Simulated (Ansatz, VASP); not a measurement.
**SnTe: VASP beside Ansatz**

INCAR

```
SYSTEM = SnTe
ALGO = Normal
EDIFF = 1E-6
EDIFFG = -0.01
ENCUT = 600
GGA = PE
IBRION = 2
ISIF = 3
ISMEAR = 0
LASPH = .True.
LCHARG = .False.
LREAL = .False.
LWAVE = .False.
NELM = 80
NSW = 100
PREC = Accurate
SIGMA = 0.1
```

The input KPOINTS:

```
k-points
0
Gamma
  18 18 10
  0 0 0
```

The input POSCAR:

```
SnTe
1.0
    3.2864616958      0.0000000000      0.0000000000
   -1.6432308479      2.8461593171      0.0000000000
    0.0000000000      0.0000000000      6.4883708048
Sn Te
1 1
Direct
    0.0000000000      0.0000000000      0.5000000000
    0.0000000000      0.0000000000      0.0000000000
```

Input for Ansatz:

```yaml
crystal:
  lattice:
    - [3.2864616958, 0.0, 0.0]
    - [-1.6432308479, 2.8461593171, 0.0]
    - [0.0, 0.0, 6.4883708048]
  atoms:
    - { symbol: Sn, position: [0.0, 0.0, 0.5] }
    - { symbol: Te, position: [0.0, 0.0, 0.0] }
basis:
  ecutwfc: 420
kpoints:
  mp_grid: { grid: [18, 18, 10] }
hamiltonian:
  xc: pbe
scf:
  occupations: { method: gaussian, width: 0.1 }
output:
  forces: true
  stress: true
  eigenvalues: true
relax:
  adjacent_minimum: "off"
  f_tol: 0.01
  max_steps: 80
  cell: { stress_tol: 0.05 }
```

Alike in both runs: task relaxation of cell and atoms; functional PBE; k mesh 18 × 18 × 10; occupations gaussian, width 0.1 eV; no spin polarisation.

|  | VASP | Ansatz |
| --- | --- | --- |
| version | VASP 6.6.1 | Ansatz 0.2.0 |
| potentials or method | VASP PAW PBE potentials, release 64 (Sn_d, Te), cutoff 600 eV | scalar-relativistic, plane waves, PAW |
| valence electrons in the cell | 20 | 30 |

|  | VASP | Ansatz | Ansatz less VASP |
| --- | --- | --- | --- |
| gap on the k mesh at the Fermi level, each at its own relaxed structure (eV) | none | none | - |
| relaxed volume (Å³/atom) | 30.56 | 30.58 | +0.013 |
| relaxed length of the cell vector where the two differ most in proportion (Å) | 6.411 | 6.407 | -0.0040 |

A gap of «none» marks a metal or a gap that the smearing closes. VASP's potentials hold 20 valence electrons a cell and Ansatz's 30, so a difference there can come from the potentials and not from the codes.

Neither program's run includes spin-orbit coupling.
